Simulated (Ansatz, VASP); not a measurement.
**ZnS: VASP beside Ansatz**

```
CELL_PARAMETERS angstrom
0.00000 2.72500 2.72500
2.72500 0.00000 2.72500
2.72500 2.72500 0.00000
ATOMIC_POSITIONS crystal
Zn 0.00000 0.00000 0.00000
S 0.25000 0.25000 0.25000
```

Alike in both runs: task single point; functional HSE06; k mesh 6 × 6 × 6; occupations fermi-dirac, width 0.02 eV; no spin polarisation.

|  | VASP | Ansatz |
| --- | --- | --- |
| version | VASP 6.6.1 | Ansatz 0.2.0 development build |
| potentials or method | VASP PAW PBE potentials, release 64 (Zn, S) | plane waves, PAW datasets (hand-made set) |
| plane-wave cutoff (eV) | 520 | 660 |
| valence electrons in the cell | 18 | 26 |

|  | VASP | Ansatz | Ansatz less VASP |
| --- | --- | --- | --- |
| gap on the k mesh at the Fermi level (eV) | 3.20 | 3.22 | +0.015 |

VASP's potentials hold 18 valence electrons a cell and Ansatz's 26, so a difference there can come from the potentials and not from the codes.
